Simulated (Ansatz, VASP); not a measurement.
# Ti in VASP and in Ansatz

File INCAR:

```
PREC = Accurate
ENCUT = 520
EDIFF = 1E-7
ISMEAR = -1
SIGMA = 0.15
LREAL = F
LASPH = T
NELM = 60
ALGO = Normal
ISIF = 2
LWAVE = F
LCHARG = T
GGA = PS
LELF = T
LVHAR = T
NBANDS = 12
```

Contents of KPOINTS:

```
Automatic mesh
0
Gamma
  15 15 15
```

The input POSCAR:

```
Ti
1.0
   -1.6081800000      1.6410000000      1.6410000000
    1.6410000000     -1.6081800000      1.6410000000
    1.6410000000      1.6410000000     -1.6081800000
Ti
1
Direct
    0.0000000000      0.0000000000      0.0000000000
```

Input for Ansatz:

```yaml
crystal:
  lattice:
    - [-1.60818, 1.641, 1.641]
    - [1.641, -1.60818, 1.641]
    - [1.641, 1.641, -1.60818]
  atoms:
    - { symbol: Ti, position: [0.0, 0.0, 0.0] }
basis:
  ecutwfc: 520.0
kpoints:
  mp_grid:
    grid: [15, 15, 15]
hamiltonian:
  xc: pbesol
scf:
  occupations:
    method: fermi_dirac
    width: 0.15
output:
  stress: true
```

Alike in both runs: task single point; functional PBEsol; k mesh 15 × 15 × 15; occupations fermi-dirac, width 0.15 eV; no spin polarisation.

|  | VASP | Ansatz |
| --- | --- | --- |
| version | VASP 6.6.1 | Ansatz 0.2.0 |
| potentials or method | VASP PAW PBE potentials, release 64 (Ti_sv), cutoff 520 eV | plane waves, PAW |
| valence electrons in the cell | 12 | 12 |

|  | VASP | Ansatz | Ansatz less VASP |
| --- | --- | --- | --- |
| pressure (GPa) | -5.9 | -5.8 | +0.18 |
| traceless stress, the component that is largest in VASP (GPa) | -0.80 | -0.80 | -0.004 |

VASP's potentials were made for PBE, not for PBEsol. With one functional, cell and mesh, what is left measures potentials, basis and numerics.
